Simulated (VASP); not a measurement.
Set up this calculation in VASP 6.6.1, as the native input.

| Item | Value |
| --- | --- |
| Task | G0W0 quasiparticle levels |
| Functional | PBE |
| Potentials or basis | VASP PAW PBE potentials, release 64 (Na_sv_GW, Rb_sv_GW, F_GW) |
| Cutoff | 500 eV |
| k mesh | 4 × 4 × 4 |
| Occupations | gaussian, width 0.01 eV |
| Spin | no spin polarisation |
| Dipole correction | no |
| GW scheme | G0W0 |
| GW iterations | 1 |
| Cutoff of the response function | 140 |
| Frequency points | 48 |
| Empty bands | 252 |
| Further INCAR settings | ALGO = EVGW0; EDIFF = 1e-08; NBANDS = 268 |

RbNaF2:

```
Na Rb F
1.0
     1.78683    1.03162    6.06827
    -1.78683    1.03162    6.06827
     0.00000   -2.06325    6.06827
Na Rb F
1 1 2
Direct
  0.00000 0.00000 0.00000
  0.50000 0.50000 0.50000
  0.26547 0.26547 0.26547
  0.73453 0.73453 0.73453
```

These files were run (other wordings do the same):

POSCAR

```
RbNaF2
1.0
    1.7868266311      1.0316248365      6.0682659587
   -1.7868266311      1.0316248365      6.0682659587
    0.0000000000     -2.0632496730      6.0682659587
Na Rb F
1 1 2
Direct
    1.0000000000      0.0000000000      0.0000000000
    0.5000000000      0.5000000000      0.5000000000
    0.2654701795      0.2654701795      0.2654701795
    0.7345298205      0.7345298205      0.7345298205
```

INCAR.step1

```
ALGO     = Normal         # electronic algorithm
EDIFF    = 1E-8           # SCF threshold, eV
ENCUT    = 500            # plane-wave cutoff, eV
GGA      = PE             # functional
ISMEAR   = 0              # smearing method
LASPH    = True           # aspherical terms in the spheres
LCHARG   = False          # write CHGCAR
LREAL    = False          # projectors in reciprocal space
LWAVE    = True           # write WAVECAR
NELM     = 80             # most SCF steps
PREC     = Accurate       # precision mode
SIGMA    = 0.01           # smearing width, eV
```

INCAR.step2

```
ALGO     = Exact          # electronic algorithm
EDIFF    = 1E-8           # SCF threshold, eV
ENCUT    = 500            # plane-wave cutoff, eV
GGA      = PE             # functional
ISMEAR   = 0              # smearing method
ISTART   = 1            
LASPH    = True           # aspherical terms in the spheres
LCHARG   = False          # write CHGCAR
LOPTICS  = True           # frequency-dependent dielectric function
LREAL    = False          # projectors in reciprocal space
LWAVE    = True           # write WAVECAR
NBANDS   = 268            # bands
NELM     = 1              # most SCF steps
PREC     = Accurate       # precision mode
SIGMA    = 0.01           # smearing width, eV
```

INCAR.step3

```
ALGO     = EVGW0          # electronic algorithm
EDIFF    = 1E-8           # SCF threshold, eV
ENCUT    = 500            # plane-wave cutoff, eV
ENCUTGW  = 140.0          # cutoff of the response function
GGA      = PE             # functional
ISMEAR   = 0              # smearing method
ISTART   = 1            
LASPH    = True           # aspherical terms in the spheres
LCHARG   = False          # write CHGCAR
LREAL    = False          # projectors in reciprocal space
LWAVE    = False          # write WAVECAR
NBANDS   = 268            # bands
NBANDSGW = 24           
NELMGW   = 1            
NOMEGA   = 48             # frequency points
PREC     = Accurate       # precision mode
PRECFOCK = Fast         
SIGMA    = 0.01           # smearing width, eV
```

KPOINTS

```
k-points
0
Gamma
  4 4 4
```

Potentials or basis: VASP PAW PBE potentials, release 64 (Na_sv_GW, Rb_sv_GW, F_GW).

The run is started by

```console
$ cat potpaw_PBE.64/Na_sv_GW/POTCAR potpaw_PBE.64/Rb_sv_GW/POTCAR potpaw_PBE.64/F_GW/POTCAR > POTCAR
$ cp INCAR.step1 INCAR
$ mpirun -np 1 vasp_std > vasp.out
$ cp INCAR.step2 INCAR
$ mpirun -np 1 vasp_std > vasp.out
$ cp INCAR.step3 INCAR
$ mpirun -np 1 vasp_std > vasp.out
```

It gave:

```yaml
Quasiparticle_gap: 9.32 eV
Least_direct_quasiparticle_gap: 9.32 eV
Band_gap_of_the_starting_levels_on_the_mesh: 5.85 eV
Least_direct_gap_of_the_starting_levels_on_the_mesh: 5.85 eV
```

Caveat: the k points lie up to 0.51 Å⁻¹ apart; bands, screening cutoff and mesh are small and nothing is extrapolated, so the quasiparticle values aren't converged.

Run time: 37 min on 1 thread of AMD EPYC 9R45 96-Core Processor (Zen 5) (shared host), peak memory 1.2 GiB.
